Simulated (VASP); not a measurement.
# Pb (Fmmm) in VASP: a series of runs

Runs on Pb. Level: PBE. Tasks: single point, relaxation of cell and atoms.

Everything below comes from runs of VASP 6.6.1. Logs are shortened: lines on timing, memory, paths and dates and some standing lists are left out, and cuts for length are marked.

## 1. The cell of the first run

Symmetry: Fmmm, No. 69, orthorhombic system. The conventional cell has a = 3.390 Å, b = 5.937 Å, c = 13.062 Å, α = 90.00°, β = 90.00°, γ = 90.00°. Within 4.5 Å of Pb (site symmetry mm2) lie 11 Pb at 3.39 to 4.31 Å.

## 2. Single point, PBE

File INCAR:

```
SYSTEM = Pb
  ALGO = Normal
  EDIFF = 1E-6
  ENCUT = 520
  GGA = PE
  ISIF = 2
  ISMEAR = 0
  LASPH = .True.
  LCHARG = .False.
  LREAL = .False.
  LWAVE = .False.
  NBANDS = 21
  NELM = 80
  PREC = Accurate
  SIGMA = 0.1
```

File KPOINTS:

```
k-points
0
Gamma
  6 6 6
  0 0 0
```

File POSCAR:

```
Pb
1.0
    0.0000000000      2.9685816924      6.5308835558
    1.6948038105      0.0000000000      6.5308835558
    1.6948038105      2.9685816924      0.0000000000
Pb
2
Direct
    0.1304463599      0.1304463599      0.8695536401
    0.8695536401      0.8695536401      0.1304463599
```

Potentials or basis: VASP PAW PBE potentials, release 64 (Pb_d).

Started as:

```console
cat potpaw_PBE.64/Pb_d/POTCAR > POTCAR
mpirun -np 1 vasp_std > vasp.out
```

OUTCAR:

```text
SYSTEM = Pb
   EDIFF = 1E-6
   ENCUT = 520
   GGA = PE
   ISIF = 2
   ISMEAR = 0
   LASPH = .True.
   LREAL = .False.
   NELM = 80
   PREC = Accurate

 ion  position               nearest neighbor table
   1  0.130  0.130  0.870-   2 3.41   2 3.55   2 3.55
   2  0.870  0.870  0.130-   1 3.41   1 3.55   1 3.55

  LATTYP: Found a face centered orthorhombic cell.
 ALAT       =     3.3896076210
 B/A-ratio  =     1.7515783680
 C/A-ratio  =     3.8534746708

  Lattice vectors:

 A1 = (   0.0000000000,   2.9685816924,   6.5308835558)
 A2 = (   1.6948038105,   0.0000000000,   6.5308835558)
 A3 = (   1.6948038105,   2.9685816924,   0.0000000000)

Analysis of symmetry for initial positions (statically):
=====================================================================
 Subroutine PRICEL returns:
 Original cell was already a primitive cell.

 Routine SETGRP: Setting up the symmetry group for a
 face centered orthorhombic supercell.

 Subroutine GETGRP returns: Found  8 space group operations
 (whereof  8 operations were pure point group operations)
 out of a pool of  8 trial point group operations.

The static configuration has the point symmetry D_2h.

Analysis of symmetry for dynamics (positions and initial velocities):
=====================================================================
 Subroutine PRICEL returns:
 Original cell was already a primitive cell.

 Routine SETGRP: Setting up the symmetry group for a
 face centered orthorhombic supercell.

 Subroutine GETGRP returns: Found  8 space group operations
 (whereof  8 operations were pure point group operations)
 out of a pool of  8 trial point group operations.

The dynamic configuration has the point symmetry D_2h.

 Subroutine INISYM returns: Found  8 space group operations
 (whereof  8 operations are pure point group operations),
 and found     1 'primitive' translations

----------------------------------------------------------------------------------------

                                     Primitive cell

  volume of cell :      65.7159

  direct lattice vectors                    reciprocal lattice vectors
     0.000000000  2.968581692  6.530883556    -0.295019398  0.168430601  0.076559319
     1.694803811  0.000000000  6.530883556     0.295019398 -0.168430601  0.076559319
     1.694803811  2.968581692  0.000000000     0.295019398  0.168430601 -0.076559319

  length of vectors
     7.173905302  6.747206828  3.418309117     0.348233603  0.348233603  0.348233603

  position of ions in fractional coordinates (direct lattice)
     0.130446360  0.130446360  0.869553640
     0.869553640  0.869553640  0.130446360

  ion indices of the primitive-cell ions
   primitive index   ion index
                 1           1
                 2           2

----------------------------------------------------------------------------------------

 KPOINTS: k-points

Automatic generation of k-mesh.
 Grid dimensions read from file:
 generate k-points for:    6    6    6

 Generating k-lattice:

  Cartesian coordinates                     Fractional coordinates (reciprocal lattice)
    -0.049169900  0.028071767  0.012759887     0.166666667  0.000000000  0.000000000
     0.049169900 -0.028071767  0.012759887    -0.000000000  0.166666667 -0.000000000
     0.049169900  0.028071767 -0.012759887     0.000000000  0.000000000  0.166666667

  Length of vectors
     0.058038934  0.058038934  0.058038934

  Shift w.r.t. Gamma in fractional coordinates (k-lattice)
     0.000000000  0.000000000  0.000000000

 Subroutine IBZKPT returns following result:
 ===========================================

 Found     46 irreducible k-points:

 Following reciprocal coordinates:
            Coordinates               Weight
  0.000000  0.000000  0.000000      1.000000
  0.166667  0.000000  0.000000      8.000000
  0.333333  0.000000  0.000000      8.000000
  0.500000 -0.000000  0.000000      4.000000
  0.166667  0.166667  0.000000      2.000000
  0.333333  0.166667  0.000000      8.000000
[... 16 lines left out ...]
 -0.166667  0.166667  0.166667      8.000000
  0.500000  0.333333  0.166667      4.000000
 [... further k-points ...]
   k-points           NKPTS =     46   k-points in BZ     NKDIM =     46   number of bands    NBANDS=     21
   number of dos      NEDOS =    301   number of ions     NIONS =      2
   total plane-waves  NPLWV =  75600
   dimension x,y,z NGX =    54 NGY =   50 NGZ =   28
   dimension x,y,z NGXF=   108 NGYF=  100 NGZF=   56
   ions per type =               2
   NGX,Y,Z   is equivalent  to a cutoff of  12.51, 12.32, 13.62 a.u.
   NGXF,Y,Z  is equivalent  to a cutoff of  25.03, 24.64, 27.24 a.u.
 SYSTEM =  Pb
   PREC   = accura    normal or accurate (medium, high low for compatibility)
   ISTART =      0    job   : 0-new  1-cont  2-samecut
   ICHARG =      2    charge: 1-file 2-atom 10-const
   ISPIN  =      1    spin polarized calculation?
   LNONCOLLINEAR =      F non collinear calculations
   LSORBIT =      F    spin-orbit coupling
   LASPH  =      T    aspherical Exc in radial PAW
   ENCUT  =  520.0 eV  38.22 Ry    6.18 a.u.  13.34 12.55  6.36*2*pi/ulx,y,z
   NELM   =     80;   NELMIN=  2; NELMDL= -5     # of ELM steps
   EDIFF  = 0.1E-05   stopping-criterion for ELM
   LREAL  =      F    real-space projection
   EDIFFG = 0.1E-04   stopping-criterion for IOM
   NSW    =      0    number of steps for IOM
   IBRION =     -1    ionic relax: 0-MD 1-quasi-New 2-CG
   NFREE  =      0    steps in history (QN), initial steepest desc. (CG)
   ISIF   =      2    stress and relaxation
   ISYM   =      2    0-nonsym 1-usesym 2-fastsym
   POTIM  = 0.5000    time-step for ionic-motion
   TEBEG  =    0.0;   TEEND  =   0.0 temperature during run
   PSTRESS=    0.0 pullay stress
   NELECT =      28.0000    total number of electrons
   NUPDOWN=      -1.0000    fix difference up-down
   EMIN   =  10.00;   EMAX   =-10.00  energy-range for DOS
   EFERMI =   0.00;   METHOD = LEGACY
   ISMEAR =     0;   SIGMA  =   0.10  broadening in eV -4-tet -1-fermi 0-gaus
   EFERMI_NEDOS =   21; number of points for ismear=-14 and -15
   IALGO  =     38    algorithm
   IMIX   =      4    mixing-type and parameters
     AMIX     =   0.40;   BMIX     =  1.00
     AMIX_MAG =   1.60;   BMIX_MAG =  1.00
  volume/ion in A,a.u.               =      32.86       221.74
  Fermi-wavevector in a.u.,A,eV,Ry     =   1.231887  2.327928 20.647446  1.517544
  Thomas-Fermi vector in A             =   2.366678
   LORBIT       =      0    0 simple, 1 ext, 2 COOP (PROOUT), +10 PAW based schemes
   GGA     = PE    functional components
   LHFCALC =     F    Hartree Fock is set to
   AEXX    =    0.0000 exact exchange contribution
   IVDW    =     0    specifies the selected vdW correction
   LEPSILON=     F    determine dielectric tensor
   LRPA    =     F    only Hartree local field effects (RPA)
 non-spin polarized calculation
 Gauss-broadening in eV      SIGMA  =   0.10
  energy-cutoff  :      520.00
  volume of cell :       65.72
 maximum number of plane-waves:      1786
 NGX is ok and might be reduce to    54
   NGX = 27   NGY = 25   NGZ = 13

 number of electron      27.9999998 magnetization

 Free energy of the ion-electron system (eV)
  ---------------------------------------------------
  ext. energy  EPLUGINS =         0.00000000
  ---------------------------------------------------
  free energy    TOTEN  =        -7.00412910 eV

  energy without entropy =       -7.00152872  energy(sigma->0) =       -7.00282891

 E-fermi :   6.4155     XC(G=0):  -9.7638

 val. band max:        6.3342023255   @ k =   0.3333   0.0000   0.0000
 cond. band min:       6.4558998659   @ k =   0.3333   0.5000   0.1667
 fundamental gap:      0.1216975404
 Fermi energy:         6.4155293128

 k-point     1 :       0.0000    0.0000    0.0000
  band No.  band energies     occupation
      1     -10.8108      2.00000
      2     -10.6999      2.00000
      3     -10.6953      2.00000
      4     -10.6747      2.00000
      5     -10.6666      2.00000
      6     -10.6338      2.00000
[... 13 lines left out ...]
     20      16.9887      0.00000
     21      17.1902      0.00000

 k-point     2 :       0.1667    0.0000    0.0000
  band No.  band energies     occupation
      1     -10.7805      2.00000
      2     -10.6997      2.00000
      3     -10.6757      2.00000
      4     -10.6221      2.00000
      5     -10.6108      2.00000
      6     -10.5899      2.00000
[... 13 lines left out ...]
     20      15.5285      0.00000
     21      16.1883      0.00000

 k-point     3 :       0.3333    0.0000    0.0000
  band No.  band energies     occupation
      1     -10.8001      2.00000
      2     -10.7643      2.00000
      3     -10.6535      2.00000
      4     -10.6344      2.00000
      5     -10.5506      2.00000
      6     -10.5216      2.00000
[... 13 lines left out ...]
     20      14.2322      0.00000
     21      15.2984      0.00000

 k-point     4 :       0.5000   -0.0000    0.0000
  band No.  band energies     occupation
      1     -10.8251      2.00000
      2     -10.7973      2.00000
      3     -10.6958      2.00000
      4     -10.6498      2.00000
      5     -10.5446      2.00000
      6     -10.5142      2.00000
[... 13 lines left out ...]
     20      13.8166      0.00000
     21      14.9318      0.00000

 k-point     5 :       0.1667    0.1667    0.0000
  band No.  band energies     occupation
      1     -10.8044      2.00000
      2     -10.7044      2.00000
      3     -10.6894      2.00000
      4     -10.6768      2.00000
      5     -10.6644      2.00000
      6     -10.6400      2.00000
[... 13 lines left out ...]
     20      16.9065      0.00000
     21      17.1564      0.00000
[... 382 lines left out ...]
     20      15.2820      0.00000
     21      17.0850      0.00000

 k-point    22 :      -0.3333    0.1667    0.1667
  band No.  band energies     occupation
      1     -10.7362      2.00000
      2     -10.7110      2.00000
      3     -10.6793      2.00000
      4     -10.6249      2.00000
      5     -10.5636      2.00000
      6     -10.5494      2.00000
[... 13 lines left out ...]
     20      14.6336      0.00000
     21      16.7034      0.00000

 k-point    23 :      -0.1667    0.1667    0.1667
  band No.  band energies     occupation
      1     -10.7434      2.00000
      2     -10.7151      2.00000
      3     -10.6826      2.00000
      4     -10.6258      2.00000
      5     -10.5543      2.00000
      6     -10.5386      2.00000
[... 13 lines left out ...]
     20      15.3293      0.00000
     21      15.9650      0.00000

 k-point    24 :       0.5000    0.3333    0.1667
  band No.  band energies     occupation
      1     -10.7775      2.00000
      2     -10.7098      2.00000
      3     -10.6816      2.00000
      4     -10.6076      2.00000
      5     -10.5949      2.00000
      6     -10.5912      2.00000
[... 13 lines left out ...]
     20      16.2456      0.00000
     21      17.4920      0.00000

 [... further k-points ...]

------------------------ aborting loop because EDIFF is reached ----------------------------------------

  FORCE on cell =-STRESS in cart. coord.  units (eV):
  Direction    XX          YY          ZZ          XY          YZ          ZX
  --------------------------------------------------------------------------------------
  -------------------------------------------------------------------------------------
  Total       -0.1235255     -0.0795233      0.1234476      0.0000000      0.0000000      0.0000000
  in kB       -3.0115973     -1.9388061      3.0096977      0.0000000      0.0000000      0.0000000
  external PRESSURE =      -0.6469019 kB  Pullay stress =       0.0000000 kB

 VOLUME and BASIS-vectors are now :
 -----------------------------------------------------------------------------
  energy-cutoff  :      520.00
  volume of cell :       65.72
      direct lattice vectors                 reciprocal lattice vectors
     0.000000000  2.968581692  6.530883556    -0.295019398  0.168430601  0.076559319
     1.694803811  0.000000000  6.530883556     0.295019398 -0.168430601  0.076559319
     1.694803811  2.968581692  0.000000000     0.295019398  0.168430601 -0.076559319

 POSITION                                       TOTAL-FORCE (eV/Angst)
 -----------------------------------------------------------------------------------
      1.69480      2.96858      1.70386         0.000000      0.000000     -0.005554
      1.69480      2.96858     11.35791         0.000000      0.000000      0.005554
 -----------------------------------------------------------------------------------
    total drift:                                0.000000     -0.000000     -0.000000

  FREE ENERGIE OF THE ION-ELECTRON SYSTEM (eV)
  ---------------------------------------------------
  free  energy   TOTEN  =        -7.0041290991 eV

  energy  without entropy=       -7.0015287153  energy(sigma->0) =       -7.00282891
```

Wall time 52 s (1 thread of AMD EPYC 9R45 (Zen 5), shared host); peak memory 0.24 GiB.

Results:

| Item | Value |
| --- | --- |
| Free energy | -7.0041 eV |
| Pressure | -0.1 GPa |
| Largest force | 0.006 eV/Å |
| Band gap on the k mesh | zero (bands 14 and 15 overlap by 5.64 eV) |

Forces in eV/Å, atoms in the order of the input:
```
Pb   0.000  0.000 -0.006
Pb   0.000  0.000  0.006
```

Levels at points of the mesh, in eV from the Fermi level:
```tsv
k point	band 11	band 12	band 13	band 14	band 15	band 16	band 17	band 18
(0.00, 0.00, 0.00)	-11.41	-9.22	-4.10	4.30	6.63	7.18	7.67	7.92
(0.50, 0.00, 0.00)	-7.72	-6.92	-3.42	-2.89	0.60	2.79	3.50	4.26
(0.50, 0.50, 0.00)	-10.76	-10.40	-0.97	-0.58	6.43	7.12	7.45	8.81
(0.50, 0.00, 0.50)	-8.25	-6.22	-4.01	-1.97	-1.16	3.56	3.89	4.31
(0.00, 0.50, 0.50)	-7.64	-7.36	-3.35	-3.00	2.04	2.30	3.21	5.33
```

Caveat: the k points lie up to 0.36 Å⁻¹ apart, too coarse for converged energies and pressures of a metal; spin-orbit coupling is left out, which moves the levels of the heavy elements.

## 3. Single point, PBE

This run uses another cell than the first one, of 36.08 Å³/atom.

File INCAR:

```
PREC     = Accurate       # precision mode
ENCUT    = 520            # plane-wave cutoff, eV
EDIFF    = 1E-7           # SCF threshold, eV
ISMEAR   = 0              # smearing method
SIGMA    = 0.1            # smearing width, eV
LREAL    = False          # projectors in reciprocal space
LASPH    = True           # aspherical terms in the spheres
NELM     = 100            # most SCF steps
ALGO     = Normal         # electronic algorithm
ISIF     = 2              # what is computed and relaxed
LWAVE    = False          # write WAVECAR
LCHARG   = False          # write CHGCAR
GGA      = PE             # functional
NBANDS   = 21             # bands
```

File KPOINTS:

```
Automatic mesh
0
Gamma
  6 6 6
```

File POSCAR:

```
Pb
1.0
    0.0000000000      3.1883116845      5.0601050215
    2.2364549258      0.0000000000      5.0601050215
    2.2364549258      3.1883116845      0.0000000000
Pb
2
Direct
    0.0871000000      0.0871000000      0.9129000000
    0.9129000000      0.9129000000      0.0871000000
```

Potentials or basis: VASP PAW PBE potentials, release 64 (Pb_d).

Started as:

```console
cat potpaw_PBE.64/Pb_d/POTCAR > POTCAR
mpirun -np 1 vasp_std > vasp.out
```

It took 54 s on 1 thread of AMD EPYC 9R45 (Zen 5), shared host; peak memory 0.21 GiB.

The run converged. Its results:

```yaml
Free_energy: 12.7839 eV
Pressure: 81.8 GPa
Largest_force: 63.070 eV/Å
Band_gap_on_the_k_mesh: zero (bands 14 and 15 overlap by 1.71 eV)
```

Forces in eV/Å, atoms in the order of the input:
```
Pb    0.000   0.000  63.070
Pb    0.000   0.000 -63.070
```

Stress tensor (GPa, compression positive):
```
  1.19   0.00   0.00
  0.00   1.08   0.00
  0.00   0.00 243.07
```

Levels at points of the mesh, in eV from the Fermi level:
```csv
k point,band 10,band 11,band 12,band 13,band 14,band 15,band 16,band 17,band 18,band 19
"(0.00, 0.00, 0.00)",-16.72,-12.68,-5.01,-2.11,0.81,1.26,5.05,5.43,6.25,7.06
"(0.50, 0.00, 0.00)",-16.71,-11.66,-5.42,-3.70,-0.71,0.39,2.60,5.04,6.06,6.25
"(0.50, 0.50, 0.00)",-16.67,-12.44,-7.18,0.15,1.07,2.63,5.10,6.56,6.90,6.93
"(0.50, 0.00, 0.50)",-16.73,-11.23,-4.14,-3.87,-1.27,-0.02,2.05,2.51,3.97,5.22
"(0.00, 0.50, 0.50)",-16.68,-11.09,-5.32,-3.51,-1.93,-0.14,2.39,4.23,4.53,7.28
```

Caveat: atoms lie so close that the PAW spheres overlap strongly, which falsifies energies and pressures; the stress differs along the axes, from 1 to 243 GPa; spin-orbit coupling is left out, which moves the levels of the heavy elements; forces of over 1 eV/Å act on the atoms, so gaps and moduli don't describe the material at rest.

## 4. Relaxation of cell and atoms, PBE

This run uses another cell than the first one, of 36.08 Å³/atom.

File INCAR:

```
SYSTEM = Pb
  PREC = Accurate
  ENCUT = 600
  EDIFF = 1E-6
  ISMEAR = 0
  SIGMA = 0.1
  LREAL = .False.
  LASPH = .True.
  NELM = 80
  ALGO = Normal
  ISIF = 3
  LWAVE = .False.
  LCHARG = .False.
  GGA = PE
  IBRION = 2
  NSW = 90
  EDIFFG = -0.04
```

File KPOINTS:

```
Automatic mesh
0
Gamma
  6 6 6
  0 0 0
```

POSCAR is that of step 3.

Started as:

```console
cat potpaw_PBE.64/Pb_d/POTCAR > POTCAR
mpirun -np 1 vasp_std > vasp.out
```

Wall time 33 min (1 thread of AMD EPYC 9R45 (Zen 5), shared host); peak memory 0.29 GiB.

Results (log left out):

| Item | Value |
| --- | --- |
| Free energy | -6.8894 eV |
| Relaxed volume | 34.63 Å³/atom |
| Relaxed cell | a = 6.513 Å, b = 6.429 Å, c = 3.403 Å, α = 76.13°, β = 73.39°, γ = 30.48° |
| Space group after relaxing (to 0.1 Å) | Fmmm (No. 69) |
| Pressure after relaxing | 0.0 GPa |
| Largest force after relaxing | 0.019 eV/Å |
| Band gap on the k mesh | zero (bands 14 and 15 overlap by 4.79 eV) |

Forces on the atoms (eV/Å):
```
Pb   0.000  0.000  0.019
Pb   0.000  0.000 -0.019
```

Stress tensor (GPa, compression positive):
```
-0.16  0.00  0.00
 0.00  0.18  0.00
 0.00  0.00 -0.05
```

Final structure:
```
Pb
1.0
     0.00000    2.51713    6.00740
     2.28983    0.00000    6.00740
     2.28983    2.51713    0.00000
Pb
2
Direct
  0.35862 0.35862 0.64138
  0.64138 0.64138 0.35862
```

Levels at points of the mesh, in eV from the Fermi level:
| k point | band 11 | band 12 | band 13 | band 14 | band 15 | band 16 | band 17 | band 18 |
| --- | --- | --- | --- | --- | --- | --- | --- | --- |
| (0.00, 0.00, 0.00) | -11.28 | -8.14 | -3.61 | 3.85 | 4.31 | 5.29 | 5.45 | 5.56 |
| (0.50, 0.00, 0.00) | -8.59 | -7.83 | -3.13 | -3.04 | 0.89 | 2.65 | 5.75 | 6.59 |
| (0.50, 0.50, 0.00) | -10.73 | -9.53 | 0.07 | 0.80 | 3.22 | 3.68 | 6.53 | 6.83 |
| (0.50, 0.00, 0.50) | -6.97 | -5.61 | -2.85 | -1.34 | 0.02 | 0.25 | 0.36 | 3.15 |
| (0.00, 0.50, 0.50) | -6.56 | -6.23 | -2.25 | -1.93 | -0.94 | 0.94 | 1.20 | 3.17 |

Caveat: a cell axis changed by over 15 % at a fixed basis, so the end point is rough; spin-orbit coupling is left out, which moves the levels of the heavy elements.

## 5. The runs side by side

| task | cell | cutoff (eV) | gap on the mesh (eV) | pressure (GPa) | largest force (eV/Å) |
| --- | --- | --- | --- | --- | --- |
| single point | a = 7.174, b = 6.747, c = 3.418 Å, angles 82.8, 68.9, 28.2°, 2 atoms, atomic positions A | 520 | none | -0.1 | 0.01 |
| single point | a = 5.981, b = 5.532, c = 3.894 Å, angles 76.6, 64.1, 39.3°, 2 atoms, atomic positions B | 520 | none | 81.8 | 63.07 |
| relaxation of cell and atoms | relaxed from a = 5.981, b = 5.532, c = 3.894 Å, angles 76.6, 64.1, 39.3°, 2 atoms, atomic positions B | 600 | none | 0.0 | 0.02 |

Alike in all rows: level PBE; potentials or basis VASP PAW PBE potentials, release 64 (Pb_d); no spin polarisation; k mesh 6 × 6 × 6; smearing gaussian 0.1 eV.

Caveats: some runs use coarse meshes; spin-orbit coupling is left out, which moves the levels of the heavy elements; atoms lie so close that the PAW spheres overlap strongly, which falsifies energies and pressures (at least some runs); the stress differs along the axes, from 1 to 243 GPa (at least some runs); forces of over 1 eV/Å act on the atoms, so gaps and moduli don't describe the material at rest (at least some runs); a cell axis changed by over 15 % at a fixed basis, so the end point is rough (at least some runs).

Absolute energies hang on the potentials; compare differences alone.

The gap in the log of VASP goes by the Fermi energy; the results here count the filled bands.